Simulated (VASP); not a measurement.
# Cr: single point with PBE

The system is Cr.

```
Cr
1.0
    -1.38427    1.38427    1.32659
     1.38427   -1.38427    1.32659
     1.38427    1.38427   -1.32659
Cr
1
Direct
  0.00000 0.00000 0.00000
```

This cell differs from its parent crystal: strain -0.040 along x and y, -0.080 along z.

```
Program             : VASP 6.6.1
Task                : single point
Functional          : PBE
Potentials or basis : VASP PAW PBE potentials, release 64 (Cr_pv)
Cutoff              : 520 eV
k mesh              : 24 × 24 × 24
Occupations         : gaussian, width 0.15 eV
Spin                : no spin polarisation
```

- Pressure: 42.8 GPa
- Band gap on the k mesh: zero (band 6 reaches 15.80 eV, above the bottom of band 7 at 11.88 eV)

Stress tensor (GPa, compression positive):
```
35.98  0.00  0.00
 0.00 35.98  0.00
 0.00  0.00 56.40
```

Levels at points of the mesh, in eV from the Fermi level:
```tsv
k point	band 2	band 3	band 4	band 5	band 6	band 7	band 8	band 9	band 10	band 11
(0.00, 0.00, 0.00)	-42.57	-42.54	-8.32	-1.40	-0.97	-0.97	1.04	1.51	7.17	22.91
(0.50, 0.00, 0.00)	-43.00	-42.59	-5.17	-3.13	1.36	1.64	1.92	3.37	7.17	11.69
(0.50, 0.50, 0.00)	-42.93	-42.56	-5.10	-2.63	1.01	1.19	1.58	3.32	7.17	11.25
(0.50, 0.50, 0.50)	-43.52	-43.38	-5.29	-5.13	2.86	2.86	2.95	7.17	11.28	11.28
```

Wall time 34 s on 1 thread of Intel(R) Xeon(R) 6975P-C (Granite Rapids), on a shared host, peak memory 0.23 GiB.

Caveat: the cell differs from its parent crystal (strain -0.040 along x and y, -0.080 along z); the run has no spin polarisation, though such a crystal can be magnetic. Spin polarisation is off, so any magnetic state and its effect on volume and gap are missing.
